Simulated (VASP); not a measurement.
# BaTiO3 (P4mm) in VASP: a series of runs, part 2 of 2

VASP 6.6.1. Earlier steps stand in the parts before.

## Step 4: Single point, r2SCAN

This run uses another cell than the first one, of 12.98 Å³/atom.

The input, POSCAR:

```
BaTiO3
1.0
    3.9727519129      0.0000000000      0.0000000000
    0.0000000000      3.9727519129      0.0000000000
    0.0000000000      0.0000000000      4.1114105467
Ba Ti O
1 1 3
Direct
    0.5000000000      0.5000000000      0.5849746091
    0.0000000000      0.0000000000      0.1030751120
    0.0000000000      0.5000000000      0.0629584848
    0.5000000000      0.0000000000      0.0629584848
    0.0000000000      0.0000000000      0.5460302993
```

The input, INCAR.step1:

```
  ALGO = Normal
  EDIFF = 1E-4
  ENCUT = 520
  GGA = PE
  ISMEAR = 0
  LASPH = True
  LCHARG = False
  LREAL = False
  LWAVE = True
  NBANDS = 28
  NELM = 100
  PREC = Accurate
  SIGMA = 0.02
```

The input, INCAR.step2:

```
  ALGO = Normal
  EDIFF = 1E-6
  ENCUT = 520
  ISIF = 2
  ISMEAR = 0
  ISTART = 1
  LASPH = True
  LCHARG = False
  LMIXTAU = True
  LREAL = False
  LWAVE = False
  METAGGA = R2SCAN
  NBANDS = 28
  NELM = 100
  PREC = Accurate
  SIGMA = 0.02
```

The input, KPOINTS:

```
k-points
0
Gamma
  8 8 8
```

Potentials or basis: VASP PAW PBE potentials, release 64 (Ba_sv, Ti_sv, O).

Run with:

```console
$ cat potpaw_PBE.64/Ba_sv/POTCAR potpaw_PBE.64/Ti_sv/POTCAR potpaw_PBE.64/O/POTCAR > POTCAR
$ cp INCAR.step1 INCAR
$ mpirun -np 1 vasp_std > vasp.out
$ cp INCAR.step2 INCAR
$ mpirun -np 1 vasp_std > vasp.out
```

OUTCAR:

```text
EDIFF = 1E-6
   ENCUT = 520
   ISIF = 2
   ISMEAR = 0
   ISTART = 1
   LASPH = True
   LREAL = False
   METAGGA = R2SCAN
   NELM = 100
   PREC = Accurate

 ion  position               nearest neighbor table
   1  0.500  0.500  0.585-   3 2.79   4 2.79   4 2.79   3 2.79   5 2.81   5 2.81   5 2.81   5 2.81
                             3 2.92   4 2.92   3 2.92   4 2.92   2 3.44   2 3.44   2 3.44   2 3.44
   2  0.000  0.000  0.103-   5 1.82   4 1.99   3 1.99   3 1.99   4 1.99   5 2.29   1 3.44   1 3.44
                             1 3.44   1 3.44   1 3.53   1 3.53   1 3.53   1 3.53
   3  0.000  0.500  0.063-   2 1.99   2 1.99   1 2.79   1 2.79   1 2.92   1 2.92
   4  0.500  0.000  0.063-   2 1.99   2 1.99   1 2.79   1 2.79   1 2.92   1 2.92
   5  0.000  0.000  0.546-   2 1.82   2 2.29   1 2.81   1 2.81   1 2.81   1 2.81

  LATTYP: Found a simple tetragonal cell.
 ALAT       =     3.9727519129
 C/A-ratio  =     1.0349024145

  Lattice vectors:

 A1 = (   3.9727519129,   0.0000000000,   0.0000000000)
 A2 = (   0.0000000000,   3.9727519129,   0.0000000000)
 A3 = (   0.0000000000,   0.0000000000,   4.1114105467)

Analysis of symmetry for initial positions (statically):
=====================================================================
 Subroutine PRICEL returns:
[... 176 lines left out ...]
  energy without entropy =      -74.25942772  energy(sigma->0) =      -74.25942772

 E-fermi :   3.7362     XC(G=0): -11.8330

 val. band max:        3.5987216341   @ k =   0.5000   0.5000   0.5000
 cond. band min:       5.8089714548   @ k =   0.0000   0.0000   0.0000
 fundamental gap:      2.2102498207
 Fermi energy:         3.7361760892

 k-point     1 :       0.0000    0.0000    0.0000
  band No.  band energies     occupation
      1     -55.2037      2.00000
      2     -30.4726      2.00000
      3     -30.3577      2.00000
      4     -30.3577      2.00000
      5     -22.1092      2.00000
      6     -14.3948      2.00000
[... 733 lines left out ...]
     27      12.0025      0.00000
     28      12.8227      0.00000

 [... further k-points ...]
[... 5 lines left out ...]
  --------------------------------------------------------------------------------------
  -------------------------------------------------------------------------------------
  Total        0.7488367      0.7488367      0.8452772      0.0000000      0.0000000      0.0000000
  in kB       18.4894495     18.4894495     20.8706516      0.0000000      0.0000000      0.0000000
  external PRESSURE =      19.2831835 kB  Pullay stress =       0.0000000 kB

 VOLUME and BASIS-vectors are now :
 -----------------------------------------------------------------------------
  energy-cutoff  :      520.00
  volume of cell :       64.89
      direct lattice vectors                 reciprocal lattice vectors
     3.972751913  0.000000000  0.000000000     0.251714686  0.000000000  0.000000000
     0.000000000  3.972751913  0.000000000     0.000000000  0.251714686  0.000000000
     0.000000000  0.000000000  4.111410547     0.000000000  0.000000000  0.243225528

 POSITION                                       TOTAL-FORCE (eV/Angst)
 -----------------------------------------------------------------------------------
      1.98638      1.98638      2.40507        -0.000000      0.000000     -0.029928
      0.00000      0.00000      0.42378        -0.000000      0.000000     -0.169691
      0.00000      1.98638      0.25885        -0.000000     -0.000000      0.016978
      1.98638      0.00000      0.25885        -0.000000     -0.000000      0.016978
      0.00000      0.00000      2.24495         0.000000     -0.000000      0.165663
 -----------------------------------------------------------------------------------
    total drift:                                0.000000     -0.000000      0.010835

  FREE ENERGIE OF THE ION-ELECTRON SYSTEM (eV)
  ---------------------------------------------------
  free  energy   TOTEN  =       -74.2594277179 eV

  energy  without entropy=      -74.2594277179  energy(sigma->0) =      -74.25942772
```

OUTCAR.step1:

```text
EDIFF = 1E-4
   ENCUT = 520
   GGA = PE
   ISMEAR = 0
[... 980 lines left out ...]
      0.00000      0.00000      0.42378        -0.000000     -0.000000     -0.142599
      0.00000      1.98638      0.25885        -0.000000      0.000000     -0.026012
      1.98638      0.00000      0.25885         0.000000     -0.000000     -0.026012
      0.00000      0.00000      2.24495        -0.000000     -0.000000      0.214590
 -----------------------------------------------------------------------------------
    total drift:                                0.000000     -0.000000      0.004175

  FREE ENERGIE OF THE ION-ELECTRON SYSTEM (eV)
  ---------------------------------------------------
  free  energy   TOTEN  =       -40.0081897662 eV

  energy  without entropy=      -40.0081897662  energy(sigma->0) =      -40.00818977
```

Wall time 7.4 min (1 thread of Intel Xeon 6975P-C, shared host); peak memory 0.27 GiB.

Results:

- Free energy: -74.2594 eV
- Pressure: 1.9 GPa
- Largest force: 0.170 eV/Å
- Band gap on the k mesh: 2.21 eV (least direct gap 2.71 eV)

Forces in eV/Å, atoms in the order of the input:
```
Ba   0.000  0.000 -0.030
Ti   0.000  0.000 -0.170
O    0.000  0.000  0.017
O    0.000  0.000  0.017
O    0.000  0.000  0.166
```

Caveat: the PAW data sets were made with another functional, which shifts forces and pressure a little; spin-orbit coupling is left out, which moves the levels of the heavy elements. A k mesh can miss the band edges.

## Step 5: The runs side by side

```tsv
cell	gap on the mesh (eV)	pressure (GPa)	largest force (eV/Å)
a = 3.913, b = 3.913, c = 4.148 Å, 5 atoms, atomic positions A	2.25	6.2	0.03
a = 3.913, b = 3.913, c = 4.216 Å, 5 atoms, atomic positions B	2.26	4.8	0.17
a = 3.973, b = 3.973, c = 4.111 Å, 5 atoms, atomic positions A	2.21	1.9	0.17
```

Alike in all rows: task single point; level r2SCAN; potentials or basis VASP PAW PBE potentials, release 64 (Ba_sv, Ti_sv, O); no spin polarisation; k mesh 8 × 8 × 8; cutoff (eV) 520; smearing gaussian 0.02 eV.

Caveats: the PAW data sets were made with another functional, which shifts forces and pressure a little; spin-orbit coupling is left out, which moves the levels of the heavy elements; the stress differs along the axes, from 3 to 8 GPa (at least some runs); the cell stands under pressure (at least some runs).

Absolute energies hang on the potentials; compare differences alone.
